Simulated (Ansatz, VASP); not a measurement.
**Ta3Cu: VASP beside Ansatz**

Contents of INCAR:

```
PREC = Accurate ; ENCUT = 520
EDIFF = 1E-7 ; ISMEAR = -1
SIGMA = 0.05 ; LREAL = False
LASPH = True ; NELM = 100
ALGO = Fast ; ISIF = 2
LWAVE = False ; LCHARG = False
GGA = PS ; NBANDS = 30
```

The input KPOINTS:

```
regular mesh
0
Gamma
  9 9 9
```

The input POSCAR:

```
Ta3Cu
1.0
   -1.9655463842      1.9655463842      4.1222648751
    1.9655463842     -1.9655463842      4.1222648751
    1.9655463842      1.9655463842     -4.1222648751
Ta Cu
3 1
Direct
    0.5000000000      0.5000000000      0.0000000000
    0.2500000000      0.7500000000      0.5000000000
    0.7500000000      0.2500000000      0.5000000000
    0.0000000000      0.0000000000      0.0000000000
```

Contents of input.yaml:

```yaml
crystal:
  lattice:
    - [-1.9655463842, 1.9655463842, 4.1222648751]
    - [1.9655463842, -1.9655463842, 4.1222648751]
    - [1.9655463842, 1.9655463842, -4.1222648751]
  atoms:
    - { symbol: Ta, position: [0.5, 0.5, 0.0] }
    - { symbol: Ta, position: [0.25, 0.75, 0.5] }
    - { symbol: Ta, position: [0.75, 0.25, 0.5] }
    - { symbol: Cu, position: [0.0, 0.0, 0.0] }
hamiltonian:
  xc: pbesol
  pseudopotentials: { kind: paw }
kpoints:
  mp_grid: { grid: [9, 9, 9] }
scf:
  occupations: { method: fermi_dirac, width: 0.05 }
output:
  forces: true
  stress: true
  eigenvalues: true
  write_density: true
  write_potential: true
  elf: true
  volumetric_format: npy
```

Alike in both runs: task single point; functional PBEsol; k mesh 9 × 9 × 9; occupations fermi-dirac, width 0.05 eV; no spin polarisation.

|  | VASP | Ansatz |
| --- | --- | --- |
| version | VASP 6.6.1 | Ansatz 0.2.0 |
| potentials or method | VASP PAW PBE potentials, release 64 (Ta_pv, Cu) | Ansatz PAW |
| plane-wave cutoff (eV) | 520 | 420 |
| valence electrons in the cell | 44 | 58 |

|  | VASP | Ansatz | Ansatz less VASP |
| --- | --- | --- | --- |
| gap on the k mesh at the Fermi level (eV) | none | none | - |
| pressure (GPa) | 6.1 | 5.7 | -0.38 |
| traceless stress, the component that is largest in VASP (GPa) | -0.75 | -0.62 | +0.127 |

VASP's potentials were made for PBE, not for PBEsol. A gap of «none» marks a metal or a gap that the smearing closes. VASP's potentials hold 44 valence electrons a cell and Ansatz's 58, so a difference there can come from the potentials and not from the codes.

Neither program's run includes spin-orbit coupling.
